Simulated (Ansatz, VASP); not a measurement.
# TaAs: VASP beside Ansatz

```
CELL_PARAMETERS angstrom
0.00000 2.60170 2.60170
2.60170 0.00000 2.60170
2.60170 2.60170 0.00000
ATOMIC_POSITIONS crystal
Ta 0.50000 0.50000 0.50000
As 0.00000 0.00000 0.00000
```

Alike in both runs: task single point; functional r2SCAN; k mesh 12 × 12 × 12; occupations gaussian, width 0.05 eV; no spin polarisation.

|  | VASP | Ansatz |
| --- | --- | --- |
| version | VASP 6.6.1 | Ansatz 0.2.0 |
| potentials or method | VASP PAW PBE potentials, release 64 (Ta_pv, As), cutoff 520 eV | scalar-relativistic, plane waves, PAW |
| valence electrons in the cell | 16 | 28 |

|  | VASP | Ansatz | Ansatz less VASP |
| --- | --- | --- | --- |
| gap on the k mesh at the Fermi level (eV) | none | none | - |
| pressure (GPa) | 4.0 | 3.5 | -0.55 |

VASP's potentials were made for PBE, not for r2SCAN. A gap of «none» marks a metal or a gap that the smearing closes. With one functional, cell and mesh, what is left measures potentials, basis and numerics. VASP's potentials hold 16 valence electrons a cell and Ansatz's 28, so a difference there can come from the potentials and not from the codes.

Neither program's run includes spin-orbit coupling.
